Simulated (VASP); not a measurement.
**Mg: single point with r2SCAN0**

The system is Mg.

```
CELL_PARAMETERS angstrom
3.14379 0.00000 0.00000
-1.57189 2.72260 0.00000
0.00000 0.00000 5.10394
ATOMIC_POSITIONS crystal
Mg 0.66667 0.33333 0.75000
Mg 0.33333 0.66667 0.25000
```

* Program: VASP 6.6.1
* Task: single point
* Functional: r2SCAN0
* Potentials or basis: VASP PAW PBE potentials, release 64 (Mg)
* Cutoff: 520 eV
* k mesh: 5 × 5 × 3
* Occupations: fermi-dirac, width 0.05 eV
* Spin: no spin polarisation
* Dipole correction: no
* Grid for exact exchange (PRECFOCK): Normal
* Further INCAR settings: ALGO = Normal; EDIFF = 1e-06; NBANDS = 9

```yaml
Pressure: 1.3 GPa
Band_gap_on_the_k_mesh: zero (band 2 reaches 3.70 eV, above the bottom of band 3 at 1.12 eV)
```

Stress tensor (GPa, compression positive):
```
0.98 0.00 0.00
0.00 0.98 0.00
0.00 0.00 1.93
```

Levels at points of the mesh, in eV from the Fermi level:
```
           k point  band 1  band 2  band 3  band 4  band 5
(0.00, 0.00, 0.00)   -8.57   -2.22   -1.38   13.23   13.23
```

Run time: 48 s on 1 thread of Intel(R) Xeon(R) Platinum 8488C (Sapphire Rapids), with other jobs on the host, peak memory 0.17 GiB.

Caveat: the k points lie up to 0.46 Å⁻¹ apart; the PAW data sets were made with another functional, which shifts forces and pressure a little.
